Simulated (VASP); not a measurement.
# CdTe (Fd-3m) in VASP: single point with PBE

Aim: the single point of CdTe with PBE.

Everything below comes from runs of VASP 6.6.1. Logs are shortened: lines on timing, memory, paths and dates and some standing lists are left out, and cuts for length are marked.

## Step 1: The cell of the first run

It takes space group Fd-3m (No. 227, cubic). Conventional cell: a = 7.510 Å, b = 7.510 Å, c = 7.510 Å, α = 90.00°, β = 90.00°, γ = 90.00°. Within 4.3 Å of Cd (site symmetry -43m) lie 10 Te at 3.25 to 3.75 Å and 4 Cd at 3.25 Å. Te (site symmetry -43m) has 10 Cd at 3.25 to 3.75 Å and 4 Te at 3.25 Å within 4.3 Å.

## Step 2: Single point, PBE

File INCAR:

```
SYSTEM = CdTe
PREC = Accurate
ENCUT = 500
EDIFF = 1E-6
ISMEAR = 0
SIGMA = 0.2
LREAL = .FALSE.
LASPH = .TRUE.
NELM = 120
ALGO = Normal
ISIF = 2
LWAVE = .FALSE.
LCHARG = .TRUE.
GGA = PE
LELF = .TRUE.
LVHAR = .TRUE.
NBANDS = 26
GGA_COMPAT = .FALSE.
```

File KPOINTS:

```
Automatic mesh
0
G
  4 4 4
  0 0 0
```

File POSCAR:

```
CdTe
1.0
    0.0000000000      3.7549843780      3.7549843780
    3.7549843780      0.0000000000      3.7549843780
    3.7549843780      3.7549843780      0.0000000000
Cd Te
2 2
Direct
    0.7500000000      0.7500000000      0.7500000000
    0.5000000000      0.5000000000      0.5000000000
    0.2500000000      0.2500000000      0.2500000000
    0.0000000000      0.0000000000      0.0000000000
```

Potentials or basis: VASP PAW PBE potentials, release 64 (Cd, Te).

The run is started by

```
$ cat potpaw_PBE.64/Cd/POTCAR potpaw_PBE.64/Te/POTCAR > POTCAR
$ mpirun -np 1 vasp_std > vasp.out
```

OUTCAR:

```text
SYSTEM = CdTe
   PREC = Accurate
   ENCUT = 500
   EDIFF = 1E-6
   ISMEAR = 0
   LREAL = .FALSE.
   LASPH = .TRUE.
   NELM = 120
   ISIF = 2
   GGA = PE

 ion  position               nearest neighbor table
   1  0.750  0.750  0.750-   2 3.25   2 3.25   2 3.25   2 3.25   4 3.25   4 3.25   4 3.25   4 3.25

   2  0.500  0.500  0.500-   3 3.25   3 3.25   3 3.25   1 3.25   3 3.25   1 3.25   1 3.25   1 3.25

   3  0.250  0.250  0.250-   4 3.25   4 3.25   4 3.25   2 3.25   4 3.25   2 3.25   2 3.25   2 3.25

   4  0.000  0.000  0.000-   1 3.25   1 3.25   1 3.25   1 3.25   3 3.25   3 3.25   3 3.25   3 3.25

  LATTYP: Found a face centered cubic cell.
 ALAT       =     7.5099687560

  Lattice vectors:

 A1 = (   0.0000000000,   3.7549843780,   3.7549843780)
 A2 = (   3.7549843780,   0.0000000000,   3.7549843780)
 A3 = (   3.7549843780,   3.7549843780,   0.0000000000)

Analysis of symmetry for initial positions (statically):
=====================================================================
 Subroutine PRICEL returns:
 Original cell was already a primitive cell.

 Routine SETGRP: Setting up the symmetry group for a
 face centered cubic supercell.

 Subroutine GETGRP returns: Found 48 space group operations
 (whereof 24 operations were pure point group operations)
 out of a pool of 48 trial point group operations.

The static configuration has the point symmetry T_d .
 The point group associated with its full space group is O_h .

Analysis of symmetry for dynamics (positions and initial velocities):
=====================================================================
 Subroutine PRICEL returns:
 Original cell was already a primitive cell.

 Routine SETGRP: Setting up the symmetry group for a
 face centered cubic supercell.

 Subroutine GETGRP returns: Found 48 space group operations
 (whereof 24 operations were pure point group operations)
 out of a pool of 48 trial point group operations.

The dynamic configuration has the point symmetry T_d .
 The point group associated with its full space group is O_h .

 Subroutine INISYM returns: Found 48 space group operations
 (whereof 24 operations are pure point group operations),
 and found     1 'primitive' translations

----------------------------------------------------------------------------------------

                                     Primitive cell

  volume of cell :     105.8899

  direct lattice vectors                    reciprocal lattice vectors
     0.000000000  3.754984378  3.754984378    -0.133156346  0.133156346  0.133156346
     3.754984378  0.000000000  3.754984378     0.133156346 -0.133156346  0.133156346
     3.754984378  3.754984378  0.000000000     0.133156346  0.133156346 -0.133156346

  length of vectors
     5.310349834  5.310349834  5.310349834     0.230633557  0.230633557  0.230633557

  position of ions in fractional coordinates (direct lattice)
     0.750000000  0.750000000  0.750000000
     0.500000000  0.500000000  0.500000000
     0.250000000  0.250000000  0.250000000
     0.000000000  0.000000000  0.000000000

  ion indices of the primitive-cell ions
   primitive index   ion index
                 1           1
                 2           2
                 3           3
                 4           4

----------------------------------------------------------------------------------------

 KPOINTS: Automatic mesh

Automatic generation of k-mesh.
 Grid dimensions read from file:
 generate k-points for:    4    4    4

 Generating k-lattice:

  Cartesian coordinates                     Fractional coordinates (reciprocal lattice)
    -0.033289087  0.033289087  0.033289087     0.250000000  0.000000000  0.000000000
     0.033289087 -0.033289087  0.033289087     0.000000000  0.250000000  0.000000000
     0.033289087  0.033289087 -0.033289087     0.000000000  0.000000000  0.250000000

  Length of vectors
     0.057658389  0.057658389  0.057658389

  Shift w.r.t. Gamma in fractional coordinates (k-lattice)
     0.000000000  0.000000000  0.000000000

 Subroutine IBZKPT returns following result:
 ===========================================

 Found      8 irreducible k-points:

 Following reciprocal coordinates:
            Coordinates               Weight
  0.000000  0.000000  0.000000      1.000000
  0.250000  0.000000  0.000000      8.000000
  0.500000  0.000000  0.000000      4.000000
  0.250000  0.250000  0.000000      6.000000
  0.500000  0.250000  0.000000     24.000000
 -0.250000  0.250000  0.000000     12.000000
  0.500000  0.500000  0.000000      3.000000
 -0.250000  0.500000  0.250000      6.000000
   k-points           NKPTS =      8   k-points in BZ     NKDIM =      8   number of bands    NBANDS=     26
   number of dos      NEDOS =    301   number of ions     NIONS =      4
   total plane-waves  NPLWV =  64000
   dimension x,y,z NGX =    40 NGY =   40 NGZ =   40
   dimension x,y,z NGXF=    80 NGYF=   80 NGZF=   80
   ions per type =               2   2
   NGX,Y,Z   is equivalent  to a cutoff of  12.52, 12.52, 12.52 a.u.
   NGXF,Y,Z  is equivalent  to a cutoff of  25.04, 25.04, 25.04 a.u.
 SYSTEM =  CdTe
   PREC   = accura    normal or accurate (medium, high low for compatibility)
   ISTART =      0    job   : 0-new  1-cont  2-samecut
   ICHARG =      2    charge: 1-file 2-atom 10-const
   ISPIN  =      1    spin polarized calculation?
   LNONCOLLINEAR =      F non collinear calculations
   LSORBIT =      F    spin-orbit coupling
   LASPH  =      T    aspherical Exc in radial PAW
   ENCUT  =  500.0 eV  36.75 Ry    6.06 a.u.   9.68  9.68  9.68*2*pi/ulx,y,z
   NELM   =    120;   NELMIN=  2; NELMDL= -5     # of ELM steps
   EDIFF  = 0.1E-05   stopping-criterion for ELM
   LREAL  =      F    real-space projection
   EDIFFG = 0.1E-04   stopping-criterion for IOM
   NSW    =      0    number of steps for IOM
   IBRION =     -1    ionic relax: 0-MD 1-quasi-New 2-CG
   NFREE  =      0    steps in history (QN), initial steepest desc. (CG)
   ISIF   =      2    stress and relaxation
   ISYM   =      2    0-nonsym 1-usesym 2-fastsym
   POTIM  = 0.5000    time-step for ionic-motion
   TEBEG  =    0.0;   TEEND  =   0.0 temperature during run
   PSTRESS=    0.0 pullay stress
   NELECT =      36.0000    total number of electrons
   NUPDOWN=      -1.0000    fix difference up-down
   EMIN   =  10.00;   EMAX   =-10.00  energy-range for DOS
   EFERMI =   0.00;   METHOD = LEGACY
   ISMEAR =     0;   SIGMA  =   0.20  broadening in eV -4-tet -1-fermi 0-gaus
   EFERMI_NEDOS =   21; number of points for ismear=-14 and -15
   IALGO  =     38    algorithm
   IMIX   =      4    mixing-type and parameters
     AMIX     =   0.40;   BMIX     =  1.00
     AMIX_MAG =   1.60;   BMIX_MAG =  1.00
  volume/ion in A,a.u.               =      26.47       178.65
  Fermi-wavevector in a.u.,A,eV,Ry     =   1.142591  2.159184 17.762604  1.305515
  Thomas-Fermi vector in A             =   2.279289
   LORBIT       =      0    0 simple, 1 ext, 2 COOP (PROOUT), +10 PAW based schemes
   GGA     = PE    functional components
   LHFCALC =     F    Hartree Fock is set to
   AEXX    =    0.0000 exact exchange contribution
   IVDW    =     0    specifies the selected vdW correction
   LEPSILON=     F    determine dielectric tensor
   LRPA    =     F    only Hartree local field effects (RPA)
 non-spin polarized calculation
 Gauss-broadening in eV      SIGMA  =   0.20
  energy-cutoff  :      500.00
  volume of cell :      105.89
 maximum number of plane-waves:      2733
 NGX is ok and might be reduce to    40
   NGX = 19   NGY = 19   NGZ = 19

 number of electron      35.9999984 magnetization

 Free energy of the ion-electron system (eV)
  ---------------------------------------------------
  ext. energy  EPLUGINS =         0.00000000
  ---------------------------------------------------
  free energy    TOTEN  =        -7.38937813 eV

  energy without entropy =       -7.34345207  energy(sigma->0) =       -7.36641510

 E-fermi :   5.0434     XC(G=0): -10.2025

 val. band max:        4.9923599034   @ k =   0.5000   0.2500   0.0000
 cond. band min:       5.2837131923   @ k =   0.5000   0.0000   0.0000
 fundamental gap:      0.2913532889
 Fermi energy:         5.0434321316

 k-point     1 :       0.0000    0.0000    0.0000
  band No.  band energies     occupation
      1      -7.7981      2.00000
      2      -4.1883      2.00000
      3      -3.5040      2.00000
      4      -3.5040      2.00000
      5      -3.5040      2.00000
      6      -3.4468      2.00000
[... 18 lines left out ...]
     25       9.8990      0.00000
     26      13.4850      0.00000

 k-point     2 :       0.2500    0.0000    0.0000
  band No.  band energies     occupation
      1      -7.4880      2.00000
      2      -4.8309      2.00000
      3      -3.5407      2.00000
      4      -3.5407      2.00000
      5      -3.4302      2.00000
      6      -3.4030      2.00000
[... 18 lines left out ...]
     25      11.7534      0.00000
     26      11.7534      0.00000

 k-point     3 :       0.5000    0.0000    0.0000
  band No.  band energies     occupation
      1      -7.0112      2.00000
      2      -5.5285      2.00000
      3      -3.5107      2.00000
      4      -3.5107      2.00000
      5      -3.4583      2.00000
      6      -3.4583      2.00000
[... 18 lines left out ...]
     25      10.8528      0.00000
     26      13.9491      0.00000

 k-point     4 :       0.2500    0.2500    0.0000
  band No.  band energies     occupation
      1      -7.3753      2.00000
      2      -5.0460      2.00000
      3      -3.4980      2.00000
      4      -3.4980      2.00000
      5      -3.3842      2.00000
      6      -3.3620      2.00000
[... 18 lines left out ...]
     25      11.0786      0.00000
     26      11.5102      0.00000

 k-point     5 :       0.5000    0.2500    0.0000
  band No.  band energies     occupation
      1      -6.8326      2.00000
      2      -5.7496      2.00000
      3      -3.5241      2.00000
      4      -3.4629      2.00000
      5      -3.3925      2.00000
      6      -3.3538      2.00000
[... 18 lines left out ...]
     25      11.7473      0.00000
     26      13.0357      0.00000

 k-point     6 :      -0.2500    0.2500    0.0000
  band No.  band energies     occupation
      1      -7.0514      2.00000
      2      -5.4648      2.00000
      3      -3.5770      2.00000
      4      -3.4737      2.00000
      5      -3.4357      2.00000
      6      -3.3200      2.00000
[... 18 lines left out ...]
     25      11.7846      0.00000
     26      12.2016      0.00000

 k-point     7 :       0.5000    0.5000    0.0000
  band No.  band energies     occupation
      1      -6.3246      2.00000
      2      -6.3246      2.00000
      3      -3.5158      2.00000
      4      -3.5158      2.00000
      5      -3.2569      2.00000
      6      -3.2569      2.00000
[... 18 lines left out ...]
     25      11.9695      0.00000
     26      11.9695      0.00000

 k-point     8 :      -0.2500    0.5000    0.2500
  band No.  band energies     occupation
      1      -6.3107      2.00000
      2      -6.3107      2.00000
      3      -3.4515      2.00000
      4      -3.4515      2.00000
      5      -3.3812      2.00000
      6      -3.3812      2.00000
[... 18 lines left out ...]
     25      11.4817      0.00000
     26      11.4817      0.00000

------------------------ aborting loop because EDIFF is reached ----------------------------------------

  FORCE on cell =-STRESS in cart. coord.  units (eV):
  Direction    XX          YY          ZZ          XY          YZ          ZX
  --------------------------------------------------------------------------------------
  -------------------------------------------------------------------------------------
  Total        0.5376148      0.5376148      0.5376148     -0.0000000      0.0000000      0.0000000
  in kB        8.1344358      8.1344358      8.1344358     -0.0000000      0.0000000      0.0000000
  external PRESSURE =       8.1344358 kB  Pullay stress =       0.0000000 kB

 VOLUME and BASIS-vectors are now :
 -----------------------------------------------------------------------------
  energy-cutoff  :      500.00
  volume of cell :      105.89
      direct lattice vectors                 reciprocal lattice vectors
     0.000000000  3.754984378  3.754984378    -0.133156346  0.133156346  0.133156346
     3.754984378  0.000000000  3.754984378     0.133156346 -0.133156346  0.133156346
     3.754984378  3.754984378  0.000000000     0.133156346  0.133156346 -0.133156346

 POSITION                                       TOTAL-FORCE (eV/Angst)
 -----------------------------------------------------------------------------------
      5.63248      5.63248      5.63248         0.000000      0.000000      0.000000
      3.75498      3.75498      3.75498        -0.000000     -0.000000     -0.000000
      1.87749      1.87749      1.87749        -0.000000      0.000000      0.000000
      0.00000      0.00000      0.00000         0.000000     -0.000000     -0.000000
 -----------------------------------------------------------------------------------
    total drift:                               -0.000000     -0.000000      0.000000

  FREE ENERGIE OF THE ION-ELECTRON SYSTEM (eV)
  ---------------------------------------------------
  free  energy   TOTEN  =        -7.3893781276 eV

  energy  without entropy=       -7.3434520658  energy(sigma->0) =       -7.36641510
```

Wall time 15 s (1 thread of Intel Xeon 6975P-C (Granite Rapids), shared host); peak memory 0.24 GiB.

Results:

```
Free energy            : -7.3894 eV
Pressure               : 0.8 GPa
Band gap on the k mesh : zero (band 18 reaches 5.99 eV, above the bottom of band 19 at 3.52 eV)
```

Levels at points of the mesh, in eV from the Fermi level:
```csv
k point,band 14,band 15,band 16,band 17,band 18,band 19,band 20,band 21,band 22,band 23
"(0.00, 0.00, 0.00)",-2.94,-2.94,-2.94,-1.52,-1.52,-1.52,2.27,2.27,2.27,2.45
"(0.50, 0.00, 0.00)",-3.46,-3.46,-1.22,-1.22,-0.87,0.24,0.84,3.12,3.12,4.97
"(0.50, 0.50, 0.00)",-4.70,-4.11,-4.11,0.95,0.95,1.23,1.23,3.75,3.75,6.20
```

Caveat: the k points lie up to 0.36 Å⁻¹ apart; spin-orbit coupling is left out, which moves the levels of the heavy elements.
